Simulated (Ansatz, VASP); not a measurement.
Two plane-wave programs on ZrGaH4

The input INCAR:

```
SYSTEM = ZrGaH4
PREC     = Accurate       ! precision mode
ENCUT    = 520            ! plane-wave cutoff, eV
EDIFF    = 1E-7           ! SCF threshold, eV
ISMEAR   = 0              ! smearing method
SIGMA    = 0.1            ! smearing width, eV
LREAL    = .False.        ! projectors in reciprocal space
LASPH    = .True.         ! aspherical terms in the spheres
NELM     = 60             ! most SCF steps
ALGO     = Normal         ! electronic algorithm
ISIF     = 2              ! what is computed and relaxed
LWAVE    = .False.        ! write WAVECAR
LCHARG   = .False.        ! write CHGCAR
GGA      = PE             ! functional
NBANDS   = 24             ! bands
```

File KPOINTS:

```
regular mesh
0
Gamma
  4 4 4
  0 0 0
```

The input POSCAR:

```
ZrGaH4
1.0
    3.7893606300      0.0000000000      0.0000000000
    0.0000000000      3.7893606300      0.0000000000
    0.0000000000      0.0000000000      5.3589652000
Zr Ga H
1 1 4
Direct
    0.5000000000      0.5000000000      0.5000000000
    0.0000000000      0.0000000000      0.0000000000
    0.5000000000      0.0000000000      0.2500000000
    0.0000000000      0.5000000000      0.7500000000
    0.5000000000      0.0000000000      0.7500000000
    0.0000000000      0.5000000000      0.2500000000
```

Input for Ansatz:

```yaml
crystal:
  lattice:
    - [3.78936063, 0.0, 0.0]
    - [0.0, 3.78936063, 0.0]
    - [0.0, 0.0, 5.3589652]
  atoms:
    - { symbol: Zr, position: [0.5, 0.5, 0.5] }
    - { symbol: Ga, position: [0.0, 0.0, 0.0] }
    - { symbol: H, position: [0.5, 0.0, 0.25] }
    - { symbol: H, position: [0.0, 0.5, 0.75] }
    - { symbol: H, position: [0.5, 0.0, 0.75] }
    - { symbol: H, position: [0.0, 0.5, 0.25] }
basis:
  ecutwfc: 420
kpoints:
  mp_grid: { grid: [4, 4, 4] }
hamiltonian:
  xc: pbe
scf:
  occupations: { method: gaussian, width: 0.1 }
  lower_state_search: "off"
output:
  forces: true
  stress: true
  eigenvalues: true
```

Alike in both runs: task single point; functional PBE; k mesh 4 × 4 × 4; occupations gaussian, width 0.1 eV; no spin polarisation.

|  | VASP | Ansatz |
| --- | --- | --- |
| version | VASP 6.6.1 | Ansatz 0.2.0 |
| potentials or method | VASP PAW PBE potentials, release 64 (Zr_sv, Ga_d, H), cutoff 520 eV | scalar-relativistic, plane waves, PAW |
| valence electrons in the cell | 29 | 29 |

```csv
,VASP,Ansatz,Ansatz less VASP
gap on the k mesh at the Fermi level (eV),none,none,-
pressure (GPa),-13.0,-12.9,+0.06
"traceless stress, the component that is largest in VASP (GPa)",1.42,1.42,+0.002
rms of the force components (eV/Å),0.348,0.347,-0.0003
```

Atom by atom the forces differ by 0.000 eV/Å (rms over components). A gap of «none» marks a metal or a gap that the smearing closes. The functional is the same, so the differences come from potentials, cutoffs and numerics.

The k mesh is coarse, so the values compare programs but aren't converged.
